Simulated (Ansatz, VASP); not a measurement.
Two plane-wave programs on Cu

```
Cu
1.0
     1.23864   -4.03089    0.00000
     1.23864    4.03089    0.00000
     0.00000    0.00000    2.51421
Cu
2
Direct
  0.02101 0.75294 0.25000
  0.97899 0.24706 0.75000
```

Change from the starting cell: mode 4 frozen in at -0.280 Å and mode 5 at +0.000 Å (largest displacements).

Alike in both runs: task single point; functional PBE; k mesh 18 × 18 × 18; occupations gaussian, width 0.15 eV; no spin polarisation.

|  | VASP | Ansatz |
| --- | --- | --- |
| version | VASP 6.6.1 | Ansatz 0.2.0 |
| potentials or method | VASP PAW PBE potentials, release 64 (Cu), cutoff 520 eV | scalar-relativistic, plane waves, PAW |
| valence electrons in the cell | 22 | 38 |

Ansatz gave:

```
gap on the k mesh at the Fermi level (eV)                     : none
pressure (GPa)                                                : 2.3
traceless stress, the component that is largest in VASP (GPa) : 9.65
rms of the force components (eV/Å)                            : 0.620
```

Task: What did VASP give for the same quantities?

Result: gap on the k mesh at the Fermi level (eV): none; pressure (GPa): 3.0; traceless stress, the component that is largest in VASP (GPa): 9.70; rms of the force components (eV/Å): 0.624.

Atom by atom the forces differ by 0.004 eV/Å (rms over components). A gap of «none» marks a metal or a gap that the smearing closes. VASP's potentials hold 22 valence electrons a cell and Ansatz's 38, so a difference there can come from the potentials and not from the codes.
